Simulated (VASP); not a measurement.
# Na2Hg: relaxation of cell and atoms with PBE

Crystal: Na2Hg.

```
CELL_PARAMETERS angstrom
5.41499 0.00000 0.00000
-2.70750 4.68952 0.00000
0.00000 0.00000 6.76862
ATOMIC_POSITIONS crystal
Na 0.33333 0.66667 0.25000
Na 0.66667 0.33333 0.75000
Na 0.00000 0.00000 0.00000
Na 0.00000 0.00000 0.50000
Hg 0.33333 0.66667 0.75000
Hg 0.66667 0.33333 0.25000
```

| Quantity | Value |
| --- | --- |
| Program | VASP 6.6.1 |
| Task | relaxation of cell and atoms |
| Functional | PBE |
| Potentials or basis | VASP PAW PBE potentials, release 64 (Na_pv, Hg) |
| Cutoff | 500 eV |
| k mesh | 12 × 12 × 6 |
| Occupations | fermi-dirac, width 0.15 eV |
| Spin | no spin polarisation |
| Dipole correction | no |
| Further INCAR settings | ALGO = Normal; EDIFF = 1e-07; IBRION = 2; EDIFFG = -0.001; NSW = 80; ISIF = 3 |

| Property | Result |
| --- | --- |
| Relaxed volume | 28.64 Å³/atom |
| Relaxed cell | a = 5.424 Å, b = 5.424 Å, c = 6.744 Å, α = 90.00°, β = 90.00°, γ = 120.00° |
| Space group after relaxing (to 0.1 Å) | P6_3/mmc (No. 194) |
| Energy gained by relaxing | 0.0 meV/atom |
| Ionic steps | 7 |
| Pressure after relaxing | 0.0 GPa |
| Band gap on the k mesh | zero (bands 26 and 27 overlap by 2.66 eV) |

Step by step:
| step | energy change (eV) | largest force (eV/Å) | pressure (GPa) | volume (Å³) |
| --- | --- | --- | --- | --- |
| 1 | 0.0000 | 0.0000 | 0.01 | 171.88 |
| 2 | -0.0001 | 0.0000 | 0.00 | 171.92 |
| 3 | -0.0002 | 0.0000 | -0.01 | 172.00 |
| 4 | -0.0001 | 0.0000 | -0.03 | 172.17 |
| 5 | -0.0002 | 0.0000 | -0.02 | 172.06 |
| 6 | -0.0002 | 0.0000 | -0.01 | 171.94 |
| 7 | -0.0002 | 0.0000 | 0.00 | 171.85 |

Final structure:
```
Na Hg
1.0
     5.42434    0.00000    0.00000
    -2.71217    4.69761    0.00000
     0.00000    0.00000    6.74412
Na Hg
4 2
Direct
  0.33333 0.66667 0.25000
  0.66667 0.33333 0.75000
  0.00000 0.00000 0.00000
  0.00000 0.00000 0.50000
  0.33333 0.66667 0.75000
  0.66667 0.33333 0.25000
```

Levels at points of the mesh, in eV from the Fermi level:
| k point | band 24 | band 25 | band 26 | band 27 | band 28 | band 29 |
| --- | --- | --- | --- | --- | --- | --- |
| (0.00, 0.00, 0.00) | -3.88 | -1.03 | 1.50 | 1.50 | 2.29 | 2.29 |
| (0.50, 0.00, 0.00) | -4.31 | -1.33 | 0.08 | 0.24 | 0.38 | 1.34 |
| (0.00, 0.00, 0.50) | -5.20 | 1.11 | 1.11 | 2.03 | 2.03 | 2.03 |
| (0.50, 0.00, 0.50) | -4.46 | -1.60 | -1.60 | 1.09 | 1.09 | 1.63 |

It took 27 min on 1 thread of Oxide Virtual Turin-like Processor (shared host), peak memory 0.46 GiB.

Caveat: spin-orbit coupling is left out, which moves the levels of the heavy elements.
